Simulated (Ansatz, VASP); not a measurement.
Two plane-wave programs on KTaO3

```
K Ta O
1.0
     4.00102    0.00000    0.00000
     0.00000    4.00102    0.00000
     0.00000    0.00000    4.16506
K Ta O
1 1 3
Direct
  0.50000 0.50000 0.50000
  0.00000 0.00000 0.00000
  0.50000 0.00000 0.00000
  0.00000 0.50000 0.00000
  0.00000 0.00000 0.50000
```

Alike in both runs: task single point; functional PBEsol; k mesh 8 × 8 × 8; occupations gaussian, width 0.05 eV; no spin polarisation.

|  | VASP | Ansatz |
| --- | --- | --- |
| version | VASP 6.6.1 | Ansatz 0.2.0 |
| potentials or method | VASP PAW PBE potentials, release 64 (K_sv, Ta_pv, O), cutoff 520 eV | scalar-relativistic, plane waves, PAW |
| valence electrons in the cell | 38 | 40 |

VASP gave:

```
gap on the k mesh at the Fermi level (eV)                     : 1.94
least direct gap on the mesh (eV)                             : 2.54
pressure (GPa)                                                : -8.3
traceless stress, the component that is largest in VASP (GPa) : -7.78
```

Question: Which values does Ansatz return?

Answer: gap on the k mesh at the Fermi level (eV): 1.98; least direct gap on the mesh (eV): 2.58; pressure (GPa): -8.8; traceless stress, the component that is largest in VASP (GPa): -7.64.

VASP's potentials were made for PBE, not for PBEsol. VASP's potentials hold 38 valence electrons a cell and Ansatz's 40, so a difference there can come from the potentials and not from the codes.

Neither program's run includes spin-orbit coupling.
